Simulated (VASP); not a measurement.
# ZrSb3 (Pm-3m) in VASP: a series of runs

ZrSb3 is run at these levels: r2SCAN; tasks: single point.

All numbers are computed with VASP 6.6.1; they aren't measurements. Logs are shortened: lines on timing, memory, paths and dates and some standing lists are left out, and cuts for length are marked.

### 1 The cell of the first run

The structure is cubic, space group Pm-3m (No. 221). Conventional cell: a = 4.604 Å, b = 4.604 Å, c = 4.604 Å, α = 90.00°, β = 90.00°, γ = 90.00°. Within 4.3 Å of Zr (site symmetry m-3m) lie 12 Sb at 3.26 Å. Sb (site symmetry 4/mmm) has 4 Zr at 3.26 Å and 8 Sb at 3.26 Å within 4.3 Å.

### 2 Single point, r2SCAN

The input, POSCAR:

```
ZrSb3
1.0
    4.6038668656      0.0000000000      0.0000000000
    0.0000000000      4.6038668656      0.0000000000
    0.0000000000      0.0000000000      4.6038668656
Zr Sb
1 3
Direct
    0.0000000000      0.0000000000      0.0000000000
    0.0000000000      0.5000000000      0.5000000000
    0.5000000000      0.0000000000      0.5000000000
    0.5000000000      0.5000000000      0.0000000000
```

The input, INCAR.step1:

```
ALGO = Normal
EDIFF = 1E-4
ENCUT = 520
GGA = PE
ISMEAR = 0
LASPH = T
LCHARG = F
LREAL = F
LWAVE = T
NBANDS = 22
NELM = 80
PREC = Accurate
SIGMA = 0.1
```

The input, INCAR.step2:

```
ALGO = Normal
EDIFF = 1E-7
ENCUT = 520
ISIF = 2
ISMEAR = 0
ISTART = 1
LASPH = T
LCHARG = F
LMIXTAU = T
LREAL = F
LWAVE = F
METAGGA = R2SCAN
NBANDS = 22
NELM = 80
PREC = Accurate
SIGMA = 0.1
```

The input, KPOINTS:

```
k-points
0
Gamma
  4 4 4
```

Potentials or basis: VASP PAW PBE potentials, release 64 (Zr_sv, Sb).

Started as:

```sh
$ cat potpaw_PBE.64/Zr_sv/POTCAR potpaw_PBE.64/Sb/POTCAR > POTCAR
$ cp INCAR.step1 INCAR
$ mpirun -np 1 vasp_std > vasp.out
$ cp INCAR.step2 INCAR
$ mpirun -np 1 vasp_std > vasp.out
```

OUTCAR:

```text
EDIFF = 1E-7
   ENCUT = 520
   ISIF = 2
   ISMEAR = 0
   ISTART = 1
   LASPH = T
   LREAL = F
   METAGGA = R2SCAN
   NELM = 80
   PREC = Accurate

 ion  position               nearest neighbor table
   1  0.000  0.000  0.000-   2 3.26   3 3.26   4 3.26   2 3.26   3 3.26   2 3.26   4 3.26   2 3.26
                             3 3.26   4 3.26   3 3.26   4 3.26
   2  0.000  0.500  0.500-   1 3.26   3 3.26   4 3.26   1 3.26   4 3.26   1 3.26   3 3.26   1 3.26
                             3 3.26   4 3.26   4 3.26   3 3.26
   3  0.500  0.000  0.500-   1 3.26   2 3.26   4 3.26   1 3.26   4 3.26   2 3.26   4 3.26   4 3.26
                             1 3.26   2 3.26   1 3.26   2 3.26
   4  0.500  0.500  0.000-   1 3.26   2 3.26   3 3.26   2 3.26   3 3.26   1 3.26   3 3.26   3 3.26
                             1 3.26   2 3.26   2 3.26   1 3.26

  LATTYP: Found a simple cubic cell.
 ALAT       =     4.6038668656

  Lattice vectors:

 A1 = (   4.6038668656,   0.0000000000,   0.0000000000)
 A2 = (   0.0000000000,   4.6038668656,   0.0000000000)
 A3 = (   0.0000000000,   0.0000000000,   4.6038668656)

Analysis of symmetry for initial positions (statically):
=====================================================================
 Subroutine PRICEL returns:
 Original cell was already a primitive cell.

 Routine SETGRP: Setting up the symmetry group for a
 simple cubic supercell.

 Subroutine GETGRP returns: Found 48 space group operations
 (whereof 48 operations were pure point group operations)
 out of a pool of 48 trial point group operations.

The static configuration has the point symmetry O_h .

Analysis of symmetry for dynamics (positions and initial velocities):
=====================================================================
 Subroutine PRICEL returns:
 Original cell was already a primitive cell.

 Routine SETGRP: Setting up the symmetry group for a
 simple cubic supercell.

 Subroutine GETGRP returns: Found 48 space group operations
 (whereof 48 operations were pure point group operations)
 out of a pool of 48 trial point group operations.

The dynamic configuration has the point symmetry O_h .

 Subroutine INISYM returns: Found 48 space group operations
 (whereof 48 operations are pure point group operations),
 and found     1 'primitive' translations

----------------------------------------------------------------------------------------

                                     Primitive cell

  volume of cell :      97.5817

  direct lattice vectors                    reciprocal lattice vectors
     4.603866866  0.000000000  0.000000000     0.217208714  0.000000000  0.000000000
     0.000000000  4.603866866  0.000000000     0.000000000  0.217208714  0.000000000
     0.000000000  0.000000000  4.603866866     0.000000000  0.000000000  0.217208714

  length of vectors
     4.603866866  4.603866866  4.603866866     0.217208714  0.217208714  0.217208714

  position of ions in fractional coordinates (direct lattice)
     0.000000000  0.000000000  0.000000000
     0.000000000  0.500000000  0.500000000
     0.500000000  0.000000000  0.500000000
     0.500000000  0.500000000  0.000000000

  ion indices of the primitive-cell ions
   primitive index   ion index
                 1           1
                 2           2
                 3           3
                 4           4

----------------------------------------------------------------------------------------

 KPOINTS: k-points

Automatic generation of k-mesh.
 Grid dimensions read from file:
 generate k-points for:    4    4    4

 Generating k-lattice:

  Cartesian coordinates                     Fractional coordinates (reciprocal lattice)
     0.054302178  0.000000000  0.000000000     0.250000000  0.000000000  0.000000000
     0.000000000  0.054302178  0.000000000     0.000000000  0.250000000  0.000000000
     0.000000000  0.000000000  0.054302178     0.000000000  0.000000000  0.250000000

  Length of vectors
     0.054302178  0.054302178  0.054302178

  Shift w.r.t. Gamma in fractional coordinates (k-lattice)
     0.000000000  0.000000000  0.000000000

 Subroutine IBZKPT returns following result:
 ===========================================

 Found     10 irreducible k-points:

 Following reciprocal coordinates:
            Coordinates               Weight
  0.000000  0.000000  0.000000      1.000000
  0.250000  0.000000  0.000000      6.000000
  0.500000  0.000000  0.000000      3.000000
  0.250000  0.250000  0.000000     12.000000
  0.500000  0.250000  0.000000     12.000000
  0.500000  0.500000  0.000000      3.000000
  0.250000  0.250000  0.250000      8.000000
  0.500000  0.250000  0.250000     12.000000
  0.500000  0.500000  0.250000      6.000000
  0.500000  0.500000  0.500000      1.000000
   k-points           NKPTS =     10   k-points in BZ     NKDIM =     10   number of bands    NBANDS=     22
   number of dos      NEDOS =    301   number of ions     NIONS =      4
   total plane-waves  NPLWV =  46656
   dimension x,y,z NGX =    36 NGY =   36 NGZ =   36
   dimension x,y,z NGXF=    72 NGYF=   72 NGZF=   72
   ions per type =               1   3
   NGX,Y,Z   is equivalent  to a cutoff of  13.00, 13.00, 13.00 a.u.
   NGXF,Y,Z  is equivalent  to a cutoff of  26.00, 26.00, 26.00 a.u.
 SYSTEM =  unknown system
   PREC   = accura    normal or accurate (medium, high low for compatibility)
   ISTART =      1    job   : 0-new  1-cont  2-samecut
   ICHARG =      0    charge: 1-file 2-atom 10-const
   ISPIN  =      1    spin polarized calculation?
   LNONCOLLINEAR =      F non collinear calculations
   LSORBIT =      F    spin-orbit coupling
   LASPH  =      T    aspherical Exc in radial PAW
   ENCUT  =  520.0 eV  38.22 Ry    6.18 a.u.   8.56  8.56  8.56*2*pi/ulx,y,z
   NELM   =     80;   NELMIN=  2; NELMDL=  0     # of ELM steps
   EDIFF  = 0.1E-06   stopping-criterion for ELM
   LREAL  =      F    real-space projection
   EDIFFG = 0.1E-05   stopping-criterion for IOM
   NSW    =      0    number of steps for IOM
   IBRION =     -1    ionic relax: 0-MD 1-quasi-New 2-CG
   NFREE  =      0    steps in history (QN), initial steepest desc. (CG)
   ISIF   =      2    stress and relaxation
   ISYM   =      2    0-nonsym 1-usesym 2-fastsym
   POTIM  = 0.5000    time-step for ionic-motion
   TEBEG  =    0.0;   TEEND  =   0.0 temperature during run
   PSTRESS=    0.0 pullay stress
   NELECT =      27.0000    total number of electrons
   NUPDOWN=      -1.0000    fix difference up-down
   EMIN   =  10.00;   EMAX   =-10.00  energy-range for DOS
   EFERMI =   0.00;   METHOD = LEGACY
   ISMEAR =     0;   SIGMA  =   0.10  broadening in eV -4-tet -1-fermi 0-gaus
   EFERMI_NEDOS =   21; number of points for ismear=-14 and -15
   IALGO  =     38    algorithm
   IMIX   =      4    mixing-type and parameters
     AMIX     =   0.40;   BMIX     =  1.00
     AMIX_MAG =   1.60;   BMIX_MAG =  1.00
  volume/ion in A,a.u.               =      24.40       164.63
  Fermi-wavevector in a.u.,A,eV,Ry     =   1.066776  2.015915 15.483587  1.138012
  Thomas-Fermi vector in A             =   2.202371
   LORBIT       =      0    0 simple, 1 ext, 2 COOP (PROOUT), +10 PAW based schemes
   METAGGA = R2SCAN    functional components
   LHFCALC =     F    Hartree Fock is set to
   AEXX    =    0.0000 exact exchange contribution
   IVDW    =     0    specifies the selected vdW correction
   LEPSILON=     F    determine dielectric tensor
   LRPA    =     F    only Hartree local field effects (RPA)
 non-spin polarized calculation
 Gauss-broadening in eV      SIGMA  =   0.10
  energy-cutoff  :      520.00
  volume of cell :       97.58
 maximum number of plane-waves:      2666
 NGX is ok and might be reduce to    36
   NGX = 17   NGY = 17   NGZ = 17

 number of electron      26.9999998 magnetization

 Free energy of the ion-electron system (eV)
  ---------------------------------------------------
  ext. energy  EPLUGINS =         0.00000000
  ---------------------------------------------------
  free energy    TOTEN  =       -99.43142902 eV

  energy without entropy =      -99.41629064  energy(sigma->0) =      -99.42385983

 E-fermi :   9.8610     XC(G=0): -11.3550

 val. band max:        9.8134296693   @ k =   0.2500   0.0000   0.0000
 cond. band min:       9.8920206554   @ k =   0.5000   0.0000   0.0000
 fundamental gap:      0.0785909861
 Fermi energy:         9.8610448041

 k-point     1 :       0.0000    0.0000    0.0000
  band No.  band energies     occupation
      1     -41.9760      2.00000
      2     -19.3066      2.00000
      3     -19.3066      2.00000
      4     -19.3066      2.00000
      5      -3.8191      2.00000
      6       1.8856      2.00000
[... 14 lines left out ...]
     21      13.0000      0.00000
     22      13.0000      0.00000

 k-point     2 :       0.2500    0.0000    0.0000
  band No.  band energies     occupation
      1     -41.9759      2.00000
      2     -19.3145      2.00000
      3     -19.3052      2.00000
      4     -19.3052      2.00000
      5      -3.3635      2.00000
      6       0.2939      2.00000
[... 14 lines left out ...]
     21      12.5390      0.00000
     22      12.9218      0.00000

 k-point     3 :       0.5000    0.0000    0.0000
  band No.  band energies     occupation
      1     -41.9757      2.00000
      2     -19.3223      2.00000
      3     -19.3038      2.00000
      4     -19.3038      2.00000
      5      -2.4332      2.00000
      6      -1.3304      2.00000
[... 14 lines left out ...]
     21      14.3076      0.00000
     22      15.2589      0.00000
[... 126 lines left out ...]
 k-point     9 :       0.5000    0.5000    0.2500
  band No.  band energies     occupation
      1     -41.9751      2.00000
      2     -19.3186      2.00000
      3     -19.3186      2.00000
      4     -19.3093      2.00000
      5      -0.7253      2.00000
      6      -0.3854      2.00000
[... 14 lines left out ...]
     21      13.9901      0.00000
     22      14.7523      0.00000

 k-point    10 :       0.5000    0.5000    0.5000
  band No.  band energies     occupation
      1     -41.9749      2.00000
      2     -19.3175      2.00000
      3     -19.3175      2.00000
      4     -19.3175      2.00000
      5      -0.2057      2.00000
      6      -0.2057      2.00000
[... 14 lines left out ...]
     21      14.1962      0.00000
     22      14.1962      0.00000

------------------------ aborting loop because EDIFF is reached ----------------------------------------

  FORCE on cell =-STRESS in cart. coord.  units (eV):
  Direction    XX          YY          ZZ          XY          YZ          ZX
  --------------------------------------------------------------------------------------
  -------------------------------------------------------------------------------------
  Total        1.4201234      1.4201234      1.4201234     -0.0000000      0.0000000      0.0000000
  in kB       23.3167697     23.3167697     23.3167697     -0.0000000      0.0000000      0.0000000
  external PRESSURE =      23.3167697 kB  Pullay stress =       0.0000000 kB

 VOLUME and BASIS-vectors are now :
 -----------------------------------------------------------------------------
  energy-cutoff  :      520.00
  volume of cell :       97.58
      direct lattice vectors                 reciprocal lattice vectors
     4.603866866  0.000000000  0.000000000     0.217208714  0.000000000  0.000000000
     0.000000000  4.603866866  0.000000000     0.000000000  0.217208714  0.000000000
     0.000000000  0.000000000  4.603866866     0.000000000  0.000000000  0.217208714

 POSITION                                       TOTAL-FORCE (eV/Angst)
 -----------------------------------------------------------------------------------
      0.00000      0.00000      0.00000         0.000000      0.000000      0.000000
      0.00000      2.30193      2.30193         0.000000      0.000000      0.000000
      2.30193      0.00000      2.30193         0.000000      0.000000      0.000000
      2.30193      2.30193      0.00000         0.000000      0.000000      0.000000
 -----------------------------------------------------------------------------------
    total drift:                                0.000000     -0.000000     -0.000000

  FREE ENERGIE OF THE ION-ELECTRON SYSTEM (eV)
  ---------------------------------------------------
  free  energy   TOTEN  =       -99.4314290163 eV

  energy  without entropy=      -99.4162906368  energy(sigma->0) =      -99.42385983
```

Wall time 2.1 min (1 thread of Intel Xeon 6975P-C, shared host); peak memory 0.22 GiB.

What came out:

- Free energy: -99.4314 eV
- Pressure: 2.3 GPa

Levels at points of the mesh, in eV from the Fermi level:
```tsv
k point	band 9	band 10	band 11	band 12	band 13	band 14	band 15	band 16	band 17	band 18
(0.00, 0.00, 0.00)	-5.03	-5.03	-0.12	-0.12	-0.12	0.17	0.17	0.17	0.41	0.49
(0.50, 0.00, 0.00)	-4.55	-3.42	-2.13	-2.13	-1.83	-0.88	0.03	0.92	0.92	0.99
(0.50, 0.50, 0.00)	-3.21	-3.21	-2.73	-1.88	-1.22	-1.22	0.38	0.43	1.39	3.71
(0.50, 0.50, 0.50)	-5.55	-5.55	-5.55	-0.36	0.96	0.96	1.53	1.53	1.53	4.17
```

Caveat: the PAW data sets were made with another functional, which shifts forces and pressure a little; spin-orbit coupling is left out, which moves the levels of the heavy elements.

### 3 Single point, r2SCAN

This run uses another cell than the first one, of 25.12 Å³/atom, 1.030 times its volume.

The input, POSCAR:

```
ZrSb3
1.0
    4.6487842161      0.0000000000      0.0000000000
    0.0000000000      4.6487842161      0.0000000000
    0.0000000000      0.0000000000      4.6487842161
Zr Sb
1 3
Direct
    0.0000000000      0.0000000000      0.0000000000
    0.0000000000      0.5000000000      0.5000000000
    0.5000000000      0.0000000000      0.5000000000
    0.5000000000      0.5000000000      0.0000000000
```

The input, INCAR.step1:

```
SYSTEM = ZrSb3
  ALGO = Normal
  EDIFF = 1E-4
  ENCUT = 520
  GGA = PE
  ISMEAR = 0
  LASPH = .True.
  LCHARG = .False.
  LREAL = .False.
  LWAVE = .True.
  NBANDS = 22
  NELM = 60
  PREC = Accurate
  SIGMA = 0.1
```

The input, INCAR.step2:

```
SYSTEM = ZrSb3
  ALGO = Normal
  EDIFF = 1E-6
  ENCUT = 520
  ISIF = 2
  ISMEAR = 0
  ISTART = 1
  LASPH = .True.
  LCHARG = .True.
  LELF = .True.
  LMIXTAU = .True.
  LREAL = .False.
  LVHAR = .True.
  LWAVE = .False.
  METAGGA = R2SCAN
  NBANDS = 22
  NELM = 60
  PREC = Accurate
  SIGMA = 0.1
```

The input, KPOINTS:

```
k-points
0
Gamma
  10 10 10
  0 0 0
```

Potentials or basis: VASP PAW PBE potentials, release 64 (Zr_sv, Sb).

Started as:

```sh
$ cat potpaw_PBE.64/Zr_sv/POTCAR potpaw_PBE.64/Sb/POTCAR > POTCAR
$ cp INCAR.step1 INCAR
$ mpirun -np 1 vasp_std > vasp.out
$ cp INCAR.step2 INCAR
$ mpirun -np 1 vasp_std > vasp.out
```

Wall time 6 min (1 thread of Intel Xeon 6975P-C, shared host); peak memory 0.29 GiB.

It converged, with:

```yaml
Free_energy: -99.4380 eV
Pressure: 0.1 GPa
```

Levels at points of the mesh, in eV from the Fermi level:
| k point | band 10 | band 11 | band 12 | band 13 | band 14 | band 15 | band 16 | band 17 | band 18 | band 19 |
| --- | --- | --- | --- | --- | --- | --- | --- | --- | --- | --- |
| (0.00, 0.00, 0.00) | -4.98 | -0.18 | -0.18 | -0.18 | 0.10 | 0.10 | 0.10 | 0.32 | 0.32 | 0.34 |
| (0.50, 0.00, 0.00) | -3.38 | -2.15 | -2.15 | -1.96 | -0.95 | -0.04 | 0.79 | 0.79 | 0.82 | 3.87 |
| (0.50, 0.50, 0.00) | -3.18 | -2.81 | -1.92 | -1.31 | -1.31 | 0.25 | 0.31 | 1.21 | 3.46 | 3.46 |
| (0.50, 0.50, 0.50) | -5.48 | -5.48 | -0.44 | 0.80 | 0.80 | 1.34 | 1.34 | 1.34 | 3.95 | 3.95 |

Caveat: the PAW data sets were made with another functional, which shifts forces and pressure a little; spin-orbit coupling is left out, which moves the levels of the heavy elements.
